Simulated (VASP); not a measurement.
## BN (lda): relaxation of cell and atoms with LDA

BN (lda):

```
CELL_PARAMETERS angstrom
0.00000 1.81300 1.81300
1.81300 0.00000 1.81300
1.81300 1.81300 0.00000
ATOMIC_POSITIONS crystal
B 0.00000 0.00000 0.00000
N 0.25000 0.25000 0.25000
```

```json
{
 "Program": "VASP 6.6.1",
 "Task": "relaxation of cell and atoms",
 "Functional": "LDA",
 "Potentials or basis": "VASP PAW LDA potentials, release 64 (B, N)",
 "Cutoff": "600 eV",
 "k mesh": "10 × 10 × 10",
 "Occupations": "gaussian, width 0.1 eV",
 "Spin": "no spin polarisation",
 "Dipole correction": "no",
 "Further INCAR settings": "ALGO = Normal; EDIFF = 1e-07; IBRION = 2; EDIFFG = -0.05; NSW = 100; ISIF = 3"
}
```

The relaxed volume is 5.75 Å³/atom. The relaxed cell is a = 2.533 Å, b = 2.533 Å, c = 2.533 Å, α = 60.00°, β = 60.00°, γ = 60.00°. The space group after relaxing (to 0.05 Å) is F-43m (No. 216) and the energy gained by relaxing is 9.2 meV/atom. The ionic steps are 3. The pressure after relaxing is -0.1 GPa. The band gap on the k mesh is 4.38 eV, indirect (least direct gap 8.81 eV).

Step by step:
| step | energy change (eV) | largest force (eV/Å) | pressure (GPa) | volume (Å³) |
| --- | --- | --- | --- | --- |
| 1 | 0.0000 | 0.0000 | -13.60 | 11.92 |
| 2 | 0.0027 | 0.0000 | 16.35 | 11.07 |
| 3 | -0.0185 | 0.0000 | -0.10 | 11.50 |

Final structure:
```cif
data_structure
_symmetry_space_group_name_H-M 'P 1'
_symmetry_Int_Tables_number 1
_cell_length_a 2.5335
_cell_length_b 2.5335
_cell_length_c 2.5335
_cell_angle_alpha 60.000
_cell_angle_beta 60.000
_cell_angle_gamma 60.000
_cell_volume 11.50
loop_
_atom_site_label
_atom_site_type_symbol
_atom_site_fract_x
_atom_site_fract_y
_atom_site_fract_z
_atom_site_occupancy
B1 B 0.00000 0.00000 0.00000 1
N1 N 0.25000 0.25000 0.25000 1
```

Levels at points of the mesh, in eV from the valence-band top:
| k point | band 1 | band 2 | band 3 | band 4 | band 5 | band 6 | band 7 | band 8 |
| --- | --- | --- | --- | --- | --- | --- | --- | --- |
| (0.00, 0.00, 0.00) | -20.38 | 0.00 | 0.00 | 0.00 | 8.81 | 8.81 | 8.81 | 10.88 |
| (0.50, 0.00, 0.00) | -15.96 | -10.96 | -2.00 | -2.00 | 10.56 | 10.71 | 10.71 | 15.29 |
| (0.50, 0.50, 0.00) | -14.55 | -9.06 | -5.06 | -5.06 | 4.38 | 9.30 | 18.11 | 18.11 |

Wall time 7.4 s on 1 thread of Intel(R) Xeon(R) Platinum 8488C (Sapphire Rapids) (shared host), peak memory 0.11 GiB.

A k mesh can miss the band edges. A hybrid or GW would open this gap; LDA tends to underestimate it.
